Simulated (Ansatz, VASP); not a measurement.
**CrO2: VASP beside Ansatz**

Contents of INCAR:

```
SYSTEM = CrO2
PREC = Accurate ; ENCUT = 520
EDIFF = 1E-7 ; ISMEAR = 0
SIGMA = 0.1 ; LREAL = .False.
LASPH = .True. ; NELM = 60
ALGO = Normal ; ISIF = 2
LWAVE = .False. ; LCHARG = .True.
GGA = PE ; LELF = .True.
LVHAR = .True. ; NBANDS = 33
```

Contents of KPOINTS:

```
Automatic mesh
0
Gamma
  8 8 12
  0 0 0
```

Contents of POSCAR:

```
CrO2
1.0
    4.4480510066      0.0000000000      0.0000000000
    0.0000000000      4.5292350067      0.0000000000
    0.0000000000      0.0000000000      2.9859640000
Cr O
2 4
Direct
    0.5000000000      0.5000000000      0.5000000000
    0.0000000000      0.0000000000      0.0000000000
    0.7929690000      0.1898170000      0.5000000000
    0.2070310000      0.8101830000      0.5000000000
    0.7070310000      0.6898170000      0.0000000000
    0.2929690000      0.3101830000      0.0000000000
```

Input for Ansatz:

```yaml
crystal:
  lattice:
    - [4.4480510066, 0.0, 0.0]
    - [0.0, 4.5292350067, 0.0]
    - [0.0, 0.0, 2.985964]
  atoms:
    - { symbol: Cr, position: [0.5, 0.5, 0.5] }
    - { symbol: Cr, position: [0.0, 0.0, 0.0] }
    - { symbol: O, position: [0.792969, 0.189817, 0.5] }
    - { symbol: O, position: [0.207031, 0.810183, 0.5] }
    - { symbol: O, position: [0.707031, 0.689817, 0.0] }
    - { symbol: O, position: [0.292969, 0.310183, 0.0] }
basis:
  ecutwfc: 420
kpoints:
  mp_grid: { grid: [8, 8, 12] }
hamiltonian:
  xc: pbe
scf:
  occupations: { method: gaussian, width: 0.1 }
  lower_state_search: "off"
output:
  forces: true
  stress: true
  eigenvalues: true
```

Alike in both runs: task single point; functional PBE; k mesh 8 × 8 × 12; occupations gaussian, width 0.1 eV; no spin polarisation.

|  | VASP | Ansatz |
| --- | --- | --- |
| version | VASP 6.6.1 | Ansatz 0.2.0 |
| potentials or method | VASP PAW PBE potentials, release 64 (Cr_pv, O), cutoff 520 eV | scalar-relativistic, plane waves, PAW |
| valence electrons in the cell | 48 | 52 |

VASP gave:

```
gap on the k mesh at the Fermi level (eV)                     : none
pressure (GPa)                                                : -15.8
traceless stress, the component that is largest in VASP (GPa) : -14.30
rms of the force components (eV/Å)                            : 0.072
```

Problem. Estimate Ansatz's values.

Solution. gap on the k mesh at the Fermi level (eV): none; pressure (GPa): -16.3; traceless stress, the component that is largest in VASP (GPa): -14.50; rms of the force components (eV/Å): 0.072.

Atom by atom the forces differ by 0.002 eV/Å (rms over components). A gap of «none» marks a metal or a gap that the smearing closes. VASP's potentials hold 48 valence electrons a cell and Ansatz's 52, so a difference there can come from the potentials and not from the codes.
